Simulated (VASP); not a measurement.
# GaF (Pm-3m) in VASP: notebook

Aim: see how the results for GaF move with the level of theory and the settings. Levels: PBE, PBEsol. Tasks: vibrations by perturbation theory, elastic constants.

Program: VASP 6.6.1. These are calculated values, not measurements. Logs are shortened: lines on timing, memory, paths and dates and some standing lists are left out, and cuts for length are marked.

### 1 The cell of the first run

It takes space group Pm-3m (No. 221, cubic). Conventional cell: a = 3.166 Å, b = 3.166 Å, c = 3.166 Å, α = 90.00°, β = 90.00°, γ = 90.00°. Within 3.6 Å of Ga (site symmetry m-3m) lie 8 F at 2.74 Å and 6 Ga at 3.17 Å. F (site symmetry m-3m) has 8 Ga at 2.74 Å and 6 F at 3.17 Å within 3.6 Å.

### 2 Vibrations by perturbation theory, PBE

Contents of INCAR:

```
ALGO = Normal
EDIFF = 1E-8
ENCUT = 520
GGA = PE
IBRION = 8
ISIF = 2
ISMEAR = -1
LASPH = T
LCHARG = F
LREAL = F
LWAVE = F
NBANDS = 17
NELM = 60
NSW = 1
PREC = Accurate
SIGMA = 0.05
```

Contents of KPOINTS:

```
k-points
0
Gamma
  8 8 8
```

Contents of POSCAR:

```
GaF
1.0
    3.1659200000      0.0000000000      0.0000000000
    0.0000000000      3.1659200000      0.0000000000
    0.0000000000      0.0000000000      3.1659200000
Ga F
1 1
Direct
    0.0000000000      0.0000000000      0.0000000000
    0.5000000000      0.5000000000      0.5000000000
```

Potentials or basis: VASP PAW PBE potentials, release 64 (Ga_d, F).

Command:

```sh
$ cat potpaw_PBE.64/Ga_d/POTCAR potpaw_PBE.64/F/POTCAR > POTCAR
$ mpirun -np 1 vasp_std > vasp.out
```

OUTCAR:

```text
EDIFF = 1E-8
   ENCUT = 520
   GGA = PE
   IBRION = 8
   ISIF = 2
   ISMEAR = -1
   LASPH = T
   LREAL = F
   NELM = 60
   NSW = 1
   PREC = Accurate

 ion  position               nearest neighbor table
   1  0.000  0.000  0.000-
   2  0.500  0.500  0.500-

  LATTYP: Found a simple cubic cell.
 ALAT       =     3.1659200000

  Lattice vectors:

 A1 = (   3.1659200000,   0.0000000000,   0.0000000000)
 A2 = (   0.0000000000,   3.1659200000,   0.0000000000)
 A3 = (   0.0000000000,   0.0000000000,   3.1659200000)

Analysis of symmetry for initial positions (statically):
=====================================================================
 Subroutine PRICEL returns:
 Original cell was already a primitive cell.

 Routine SETGRP: Setting up the symmetry group for a
 simple cubic supercell.

 Subroutine GETGRP returns: Found 48 space group operations
 (whereof 48 operations were pure point group operations)
 out of a pool of 48 trial point group operations.

The static configuration has the point symmetry O_h .

Analysis of symmetry for dynamics (positions and initial velocities):
=====================================================================
 Subroutine PRICEL returns:
 Original cell was already a primitive cell.

 Routine SETGRP: Setting up the symmetry group for a
 simple cubic supercell.

 Subroutine GETGRP returns: Found 48 space group operations
 (whereof 48 operations were pure point group operations)
 out of a pool of 48 trial point group operations.

The dynamic configuration has the point symmetry O_h .

 Subroutine INISYM returns: Found 48 space group operations
 (whereof 48 operations are pure point group operations),
 and found     1 'primitive' translations

----------------------------------------------------------------------------------------

                                     Primitive cell

  volume of cell :      31.7322

  direct lattice vectors                    reciprocal lattice vectors
     3.165920000  0.000000000  0.000000000     0.315863951  0.000000000  0.000000000
     0.000000000  3.165920000  0.000000000     0.000000000  0.315863951  0.000000000
     0.000000000  0.000000000  3.165920000     0.000000000  0.000000000  0.315863951

  length of vectors
     3.165920000  3.165920000  3.165920000     0.315863951  0.315863951  0.315863951

  position of ions in fractional coordinates (direct lattice)
     0.000000000  0.000000000  0.000000000
     0.500000000  0.500000000  0.500000000

  ion indices of the primitive-cell ions
   primitive index   ion index
                 1           1
                 2           2

----------------------------------------------------------------------------------------

 KPOINTS: k-points

Automatic generation of k-mesh.
 Grid dimensions read from file:
 generate k-points for:    8    8    8

 Generating k-lattice:

  Cartesian coordinates                     Fractional coordinates (reciprocal lattice)
     0.039482994  0.000000000  0.000000000     0.125000000  0.000000000  0.000000000
     0.000000000  0.039482994  0.000000000     0.000000000  0.125000000  0.000000000
     0.000000000  0.000000000  0.039482994     0.000000000  0.000000000  0.125000000

  Length of vectors
     0.039482994  0.039482994  0.039482994

  Shift w.r.t. Gamma in fractional coordinates (k-lattice)
     0.000000000  0.000000000  0.000000000

[... 70 lines left out ...]
     AMIX_MAG =   1.60;   BMIX_MAG =  1.00
  volume/ion in A,a.u.               =      15.87       107.07
  Fermi-wavevector in a.u.,A,eV,Ry     =   1.403627  2.652469 26.805754  1.970167
  Thomas-Fermi vector in A             =   2.526269
   LORBIT       =      0    0 simple, 1 ext, 2 COOP (PROOUT), +10 PAW based schemes
   GGA     = PE    functional components
   LHFCALC =     F    Hartree Fock is set to
   AEXX    =    0.0000 exact exchange contribution
   IVDW    =     0    specifies the selected vdW correction
   LEPSILON=     F    determine dielectric tensor
   LRPA    =     F    only Hartree local field effects (RPA)
 non-spin polarized calculation
  energy-cutoff  :      520.00
  volume of cell :       31.73
 maximum number of plane-waves:       876
 NGX is ok and might be reduce to    24
   NGX = 11   NGY = 11   NGZ = 11

--------------------------------------- Ionic step        1  -------------------------------------------

 number of electron      19.9999980 magnetization

 Free energy of the ion-electron system (eV)
  ---------------------------------------------------
  ext. energy  EPLUGINS =         0.00000000
  ---------------------------------------------------
  free energy    TOTEN  =        -7.43288103 eV

  energy without entropy =       -7.43278176  energy(sigma->0) =       -7.43283140

 E-fermi :   2.7297     XC(G=0): -10.0826

 val. band max:        2.5903943461   @ k =   0.5000   0.5000   0.5000
 cond. band min:       2.9260142454   @ k =   0.5000   0.0000   0.0000
 fundamental gap:      0.3356198994
 Fermi energy:         2.7297238132

 k-point     1 :       0.0000    0.0000    0.0000
  band No.  band energies     occupation
      1     -19.6549      2.00000
      2     -11.7280      2.00000
      3     -11.7280      2.00000
      4     -11.5604      2.00000
      5     -11.5604      2.00000
      6     -11.5604      2.00000
[... 457 lines left out ...]
      4     -11.6068      2.00000
      5     -11.6016      2.00000
      6     -11.5382      2.00000
[... 9 lines left out ...]
     16      18.1514      0.00000
     17      20.3434      0.00000

 [... further k-points ...]

------------------------ aborting loop because EDIFF is reached ----------------------------------------

  FORCE on cell =-STRESS in cart. coord.  units (eV):
  Direction    XX          YY          ZZ          XY          YZ          ZX
  --------------------------------------------------------------------------------------
  -------------------------------------------------------------------------------------
  Total       -0.0187034     -0.0187034     -0.0187034      0.0000000     -0.0000000      0.0000000
  in kB       -0.9443472     -0.9443472     -0.9443472      0.0000000     -0.0000000      0.0000000
  external PRESSURE =      -0.9443472 kB  Pullay stress =       0.0000000 kB

 VOLUME and BASIS-vectors are now :
 -----------------------------------------------------------------------------
  energy-cutoff  :      520.00
  volume of cell :       31.73
      direct lattice vectors                 reciprocal lattice vectors
     3.165920000  0.000000000  0.000000000     0.315863951  0.000000000  0.000000000
     0.000000000  3.165920000  0.000000000     0.000000000  0.315863951  0.000000000
     0.000000000  0.000000000  3.165920000     0.000000000  0.000000000  0.315863951

 POSITION                                       TOTAL-FORCE (eV/Angst)
 -----------------------------------------------------------------------------------
      0.00000      0.00000      0.00000         0.000000      0.000000      0.000000
      1.58296      1.58296      1.58296         0.000000      0.000000      0.000000
 -----------------------------------------------------------------------------------
    total drift:                                0.000000      0.000000     -0.000000

  FREE ENERGIE OF THE ION-ELECTRON SYSTEM (eV)
  ---------------------------------------------------
  free  energy   TOTEN  =        -7.4328810336 eV

  energy  without entropy=       -7.4327817582  energy(sigma->0) =       -7.43283140

[... ionic steps 2 to 3 ...]

--------------------------------------- Ionic step        4  -------------------------------------------

------------------------ aborting loop because EDIFF is reached ----------------------------------------

[... ionic steps 5 to 6 ...]

--------------------------------------- Ionic step        7  -------------------------------------------

 Free energy of the ion-electron system (eV)
  ---------------------------------------------------
  ---------------------------------------------------
  free energy    TOTEN  =        -0.53504666 eV

  energy without entropy =       -0.53504666

------------------------ aborting loop because EDIFF is reached ----------------------------------------

 INTERNAL STRAIN TENSOR  FOR ION    2  DIRECTION 1   (eV/Angst):
 -----------------------------------------------------------------------------
    -0.01616 -0.00000  0.00000
    -0.00000  0.00715  0.00000
     0.00000  0.00000  0.00715

 INTERNAL STRAIN TENSOR FOR ION    2 for displacements in x,y,z  (eV/Angst):
          X           Y           Z          XY          YZ          ZX
  --------------------------------------------------------------------------------
  x     0.00000     0.00000     0.00000     0.00000     0.00000     0.00000
  y     0.00000     0.00000     0.00000     0.00000     0.00000     0.00000
  z     0.00000     0.00000     0.00000     0.00000     0.00000     0.00000

 SECOND DERIVATIVES (NOT SYMMETRIZED)
 ------------------------------------
               1X          1Y          1Z          2X          2Y          2Z
  1X     0.973173    0.000000    0.000000   -0.973173   -0.000000   -0.000000
  1Y     0.000000    0.973173    0.000000   -0.000000   -0.973173   -0.000000
  1Z     0.000000    0.000000    0.973173   -0.000000   -0.000000   -0.973173
  2X    -1.017429   -0.000000   -0.000000    1.017429    0.000000    0.000000
  2Y    -0.000000   -1.017429   -0.000000    0.000000    1.017429    0.000000
  2Z    -0.000000   -0.000000   -1.017429    0.000000    0.000000    1.017429

 Eigenvectors and eigenvalues of the dynamical matrix
 ----------------------------------------------------

   1 f  =    0.036579 THz     0.229836 2PiTHz    1.220160 cm-1     0.151281 meV
             X         Y         Z           dx          dy          dz
      0.000000  0.000000  0.000000     0.890623   -0.000000   -0.000000
      1.582960  1.582960  1.582960     0.454743    0.000000    0.000000
[... 21 lines left out ...]
   6 f/i=    4.062184 THz    25.523454 2PiTHz  135.499869 cm-1    16.799835 meV
             X         Y         Z           dx          dy          dz
      0.000000  0.000000  0.000000    -0.000000   -0.454743    0.000000
      1.582960  1.582960  1.582960    -0.000000    0.890623    0.000000

--------------------------------------------------------------------------------------------------------

 ELASTIC MODULI CONTR FROM IONIC RELAXATION (kBar)
 Direction    XX          YY          ZZ          XY          YZ          ZX
 --------------------------------------------------------------------------------
 XX           0.0000      0.0000      0.0000      0.0000      0.0000      0.0000
 YY           0.0000      0.0000      0.0000      0.0000      0.0000      0.0000
 ZZ           0.0000      0.0000      0.0000      0.0000      0.0000      0.0000
 XY           0.0000      0.0000      0.0000      0.0000      0.0000      0.0000
 YZ           0.0000      0.0000      0.0000      0.0000      0.0000      0.0000
 ZX           0.0000      0.0000      0.0000      0.0000      0.0000      0.0000
 --------------------------------------------------------------------------------
```

Wall time 46 s (1 thread of AMD EPYC 9R45 (Zen 5), shared host); peak memory 0.2 GiB.

Results:

```yaml
Highest_phonon_frequency_at_Γ_LO-TO_splitting_left_out: 1 cm⁻¹
Most_unstable_mode: 135i cm⁻¹
```

Phonon frequencies in cm⁻¹ (negative: imaginary):
```csv
q point,frequencies
"(0.000, 0.000, 0.000)",-135 -135 -135 1 1 1
```

Caveat: some modes are imaginary.

### 3 Vibrations by perturbation theory, PBEsol

Contents of INCAR:

```
SYSTEM = GaF
PREC = Accurate
ENCUT = 520
EDIFF = 1E-8
ISMEAR = -1
SIGMA = 0.05
LREAL = .False.
LASPH = .True.
NELM = 80
ALGO = Normal
ISIF = 2
LWAVE = .False.
LCHARG = .False.
GGA = PS
NBANDS = 17
IBRION = 8
NSW = 1
```

Contents of KPOINTS:

```
regular mesh
0
Gamma
  8 8 8
  0 0 0
```

POSCAR is that of step 2.

Potentials or basis: VASP PAW PBE potentials, release 64 (Ga_d, F).

Command:

```sh
$ cat potpaw_PBE.64/Ga_d/POTCAR potpaw_PBE.64/F/POTCAR > POTCAR
$ mpirun -np 1 vasp_std > vasp.out
```

OUTCAR:

```text
SYSTEM = GaF
   PREC = Accurate
   ENCUT = 520
   EDIFF = 1E-8
   ISMEAR = -1
   LREAL = .False.
   LASPH = .True.
   NELM = 80
   ISIF = 2
   GGA = PS
   IBRION = 8
   NSW = 1

 ion  position               nearest neighbor table
   1  0.000  0.000  0.000-
   2  0.500  0.500  0.500-

  LATTYP: Found a simple cubic cell.
 ALAT       =     3.1659200000

  Lattice vectors:

 A1 = (   3.1659200000,   0.0000000000,   0.0000000000)
 A2 = (   0.0000000000,   3.1659200000,   0.0000000000)
 A3 = (   0.0000000000,   0.0000000000,   3.1659200000)

Analysis of symmetry for initial positions (statically):
=====================================================================
 Subroutine PRICEL returns:
 Original cell was already a primitive cell.

 Routine SETGRP: Setting up the symmetry group for a
 simple cubic supercell.

[... 706 lines left out ...]
------------------------ aborting loop because EDIFF is reached ----------------------------------------

 INTERNAL STRAIN TENSOR  FOR ION    2  DIRECTION 1   (eV/Angst):
 -----------------------------------------------------------------------------
    -0.01675  0.00000  0.00000
     0.00000  0.00803 -0.00000
     0.00000 -0.00000  0.00803

 INTERNAL STRAIN TENSOR FOR ION    2 for displacements in x,y,z  (eV/Angst):
          X           Y           Z          XY          YZ          ZX
  --------------------------------------------------------------------------------
  x     0.00000     0.00000     0.00000     0.00000     0.00000     0.00000
  y     0.00000     0.00000     0.00000     0.00000     0.00000     0.00000
  z     0.00000     0.00000     0.00000     0.00000     0.00000     0.00000

 SECOND DERIVATIVES (NOT SYMMETRIZED)
 ------------------------------------
               1X          1Y          1Z          2X          2Y          2Z
  1X     1.140105   -0.000000   -0.000000   -1.140105    0.000000    0.000000
  1Y    -0.000000    1.140105   -0.000000    0.000000   -1.140105    0.000000
  1Z     0.000000   -0.000000    1.140105   -0.000000    0.000000   -1.140105
  2X    -1.183668   -0.000000   -0.000000    1.183668    0.000000    0.000000
  2Y     0.000000   -1.183668   -0.000000   -0.000000    1.183668    0.000000
  2Z     0.000000    0.000000   -1.183668   -0.000000   -0.000000    1.183668

 Eigenvectors and eigenvalues of the dynamical matrix
 ----------------------------------------------------

   1 f  =    0.033359 THz     0.209598 2PiTHz    1.112724 cm-1     0.137960 meV
             X         Y         Z           dx          dy          dz
      0.000000  0.000000  0.000000    -0.292443   -0.716051    0.440255
      1.582960  1.582960  1.582960    -0.149834   -0.366870    0.225565
[... 21 lines left out ...]
   6 f/i=    4.384614 THz    27.549343 2PiTHz  146.254982 cm-1    18.133298 meV
             X         Y         Z           dx          dy          dz
      0.000000  0.000000  0.000000     0.000000    0.000000   -0.455986
      1.582960  1.582960  1.582960    -0.000000    0.000000    0.889987

--------------------------------------------------------------------------------------------------------

 ELASTIC MODULI CONTR FROM IONIC RELAXATION (kBar)
 Direction    XX          YY          ZZ          XY          YZ          ZX
 --------------------------------------------------------------------------------
 XX           0.0000      0.0000      0.0000      0.0000      0.0000      0.0000
 YY           0.0000      0.0000      0.0000      0.0000      0.0000      0.0000
 ZZ           0.0000      0.0000      0.0000      0.0000      0.0000      0.0000
 XY           0.0000      0.0000      0.0000      0.0000      0.0000      0.0000
 YZ           0.0000      0.0000      0.0000      0.0000      0.0000      0.0000
 ZX           0.0000      0.0000      0.0000      0.0000      0.0000      0.0000
 --------------------------------------------------------------------------------
```

OSZICAR:

```text
N       E                     dE             d eps       ncg     rms          rms(c)
DAV:   1     0.115772676353E+03    0.11577E+03   -0.10917E+04  1314   0.193E+03
DAV:   2     0.248896892581E+00   -0.11552E+03   -0.10947E+03  1318   0.353E+02
DAV:   3    -0.869275595555E+01   -0.89417E+01   -0.88984E+01  1399   0.837E+01
DAV:   4    -0.880503644655E+01   -0.11228E+00   -0.11225E+00  1354   0.975E+00
[... 42 lines left out ...]
RMM:  11    -0.531754066648E+00   -0.16188E-06   -0.13376E-07  5220   0.437E-04    0.260E-06
RMM:  12    -0.531754041954E+00    0.24694E-07   -0.13370E-07  4820   0.427E-04    0.447E-07
RMM:  13    -0.531754025855E+00    0.16100E-07   -0.13373E-07  4206   0.423E-04    0.185E-07
RMM:  14    -0.531754025491E+00    0.36382E-09   -0.13367E-07  2683   0.423E-04    0.482E-08
 Linear response finished
```

stdout:

```text
POSCAR found type information on POSCAR GaF
 POSCAR found :  2 types and       2 ions
 scaLAPACK will be used
 -----------------------------------------------------------------------------
|                                                                             |
|                                                                             |
|     You enforced a specific xc type in the INCAR file but a different       |
|     I HOPE YOU KNOW WHAT YOU ARE DOING!                                     |
|                                                                             |
 -----------------------------------------------------------------------------

 LDA part: xc-table for (Slater+PW92), standard interpolation
 POSCAR, INCAR and KPOINTS ok, starting setup
 FFT: planning ... GRIDC
 FFT: planning ... GRID_SOFT
 FFT: planning ... GRID
 WAVECAR not read
 entering main loop
 Linear response reoptimize wavefunctions to high precision
 Linear response DOF=           2
 Linear response progress:
 first order change of Fermi-energy  -0.34723E-03
 force on displaced ion       1 direction 1 :   1.140  -0.000  -0.000
 Linear response progress:
 first order change of Fermi-energy  -0.28777E-03
 force on displaced ion       2 direction 1 :   1.184  -0.000   0.000
 Linear response finished
```

Wall time 47 s (1 thread of AMD EPYC 9R45 (Zen 5), shared host); peak memory 0.2 GiB.

What came out:

```yaml
Highest_phonon_frequency_at_Γ_LO-TO_splitting_left_out: 1 cm⁻¹
Most_unstable_mode: 146i cm⁻¹
```

Phonon frequencies in cm⁻¹ (negative: imaginary):
```tsv
q point	frequencies
(0.000, 0.000, 0.000)	-146 -146 -146 1 1 1
```

Caveat: the cell stands under pressure or tension, which shifts response properties; some modes are imaginary; the PAW data sets were made with another functional, which shifts forces and pressure a little.

[end of part 1 of 2]
